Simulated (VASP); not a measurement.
Input of a VASP 6.6.1 run:

Contents of INCAR:

```
PREC = Accurate ; ENCUT = 520
EDIFF = 1E-6 ; ISMEAR = 0
SIGMA = 0.15 ; LREAL = False
LASPH = True ; NELM = 80
ALGO = Fast ; ISIF = 2
LWAVE = False ; LCHARG = False
GGA = PS ; NBANDS = 18
```

KPOINTS

```
regular mesh
0
Gamma
  20 20 18
```

Contents of POSCAR:

```
Cu
1.0
    1.2146947347     -3.5239251767      0.0000000000
    1.2146947347      3.5239251767      0.0000000000
    0.0000000000      0.0000000000      2.4675572805
Cu
2
Direct
    0.1338543804      0.8661456196      0.2500000000
    0.8661456196      0.1338543804      0.7500000000
```

Potentials or basis: VASP PAW PBE potentials, release 64 (Cu).

Run with:

```bash
$ cat potpaw_PBE.64/Cu/POTCAR > POTCAR
$ mpirun -np 1 vasp_std > vasp.out
```

Q: Predict the largest force.

A: 0.424 eV/Å.

Q: What does it give for the pressure?

A: 28.3 GPa.

Stress tensor (GPa, compression positive):
```
13.89  0.00  0.00
 0.00 44.05  0.00
 0.00  0.00 26.86
```

Caveat: the cell differs from its parent crystal (normal strain along x +0.0000, normal strain along y -0.1100); the cell stands under pressure; the PAW data sets were made with another functional, which shifts forces and pressure a little.
